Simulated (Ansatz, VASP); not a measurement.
# GaN in VASP and in Ansatz

Contents of INCAR:

```
SYSTEM = GaN
PREC = Accurate
ENCUT = 520
EDIFF = 1E-6
ISMEAR = 0
SIGMA = 0.05
LREAL = .False.
LASPH = .True.
NELM = 60
ALGO = Normal
ISIF = 2
LWAVE = .False.
LCHARG = .False.
GGA = PE
NBANDS = 16
```

The input KPOINTS:

```
Automatic mesh
0
Gamma
  10 10 10
  0 0 0
```

POSCAR

```
GaN
1.0
    0.0000000000      2.2535006075      2.1182905710
    2.2535006075      0.0000000000      2.1182905710
    2.2535006075      2.2535006075      0.0000000000
Ga N
1 1
Direct
    0.0000000000      0.0000000000      0.0000000000
    0.7500000000      0.7500000000      0.7500000000
```

Input for Ansatz:

```yaml
crystal:
  lattice:
    - [0.0, 2.2535006075, 2.118290571]
    - [2.2535006075, 0.0, 2.118290571]
    - [2.2535006075, 2.2535006075, 0.0]
  atoms:
    - { symbol: Ga, position: [0.0, 0.0, 0.0] }
    - { symbol: "N", position: [0.75, 0.75, 0.75] }
basis:
  ecutwfc: 420
kpoints:
  mp_grid: { grid: [10, 10, 10] }
hamiltonian:
  xc: pbe
scf:
  occupations: { method: gaussian, width: 0.05 }
output:
  forces: true
  stress: true
  eigenvalues: true
  write_density: true
  write_potential: true
  elf: true
  volumetric_format: npy
```

Change from the starting cell: strain -0.0600 x Voigt [0, 0, 1, 0, 0, 0], atoms carried along.

Alike in both runs: task single point; functional PBE; k mesh 10 × 10 × 10; occupations gaussian, width 0.05 eV; no spin polarisation.

```csv
,VASP,Ansatz
version,VASP 6.6.1,Ansatz 0.2.0
potentials or method,"VASP PAW PBE potentials, release 64 (Ga_d, N), cutoff 520 eV","scalar-relativistic, plane waves, PAW"
valence electrons in the cell,18,18
```

|  | VASP | Ansatz | Ansatz less VASP |
| --- | --- | --- | --- |
| gap on the k mesh at the Fermi level (eV) | 1.94 | 1.93 | -0.012 |
| least direct gap on the mesh (eV) | 1.94 | 1.93 | -0.012 |
| pressure (GPa) | 18.3 | 18.4 | +0.02 |
| traceless stress, the component that is largest in VASP (GPa) | 3.93 | 3.89 | -0.035 |

The functional is the same, so the differences come from potentials, cutoffs and numerics.
